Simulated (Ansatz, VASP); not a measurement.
## One calculation of Si3N4, two programs

```
Si N
1.0
     0.00000    3.94094    3.94094
     3.94094    0.00000    3.94094
     3.94094    3.94094    0.00000
Si N
6 8
Direct
  0.12500 0.12500 0.62500
  0.12500 0.62500 0.12500
  0.62500 0.12500 0.12500
  0.12500 0.12500 0.12500
  0.75000 0.75000 0.75000
  0.50000 0.50000 0.50000
  0.36721 0.36721 0.36721
  0.35164 0.88279 0.88279
  0.88279 0.88279 0.35164
  0.88279 0.35164 0.88279
  0.36721 0.36721 0.89836
  0.36721 0.89836 0.36721
  0.88279 0.88279 0.88279
  0.89836 0.36721 0.36721
```

Alike in both runs: functional r2SCAN; k mesh 6 × 6 × 6; occupations gaussian, width 0.02 eV; no spin polarisation.

Ansatz relaxed the structure, and its values are those at the end. VASP's run is a single point on that final structure, the one shown.

```csv
,VASP,Ansatz
version,VASP 6.6.1,Ansatz 0.2.0
potentials or method,"VASP PAW PBE potentials, release 64 (Si, N), cutoff 520 eV","scalar-relativistic, plane waves, PAW"
valence electrons in the cell,64,64
```

```tsv
	VASP	Ansatz	Ansatz less VASP
gap on the k mesh at the Fermi level (eV)	3.77	3.78	+0.003
least direct gap on the mesh (eV)	3.82	3.82	+0.003
pressure (GPa)	-16.5	-16.6	-0.12
rms of the force components (eV/Å)	0.008	0.000	-0.0081
```

VASP's potentials were made for PBE, not for r2SCAN. With one functional, cell and mesh, what is left measures potentials, basis and numerics. Ansatz's warnings: stress scf threshold loose.
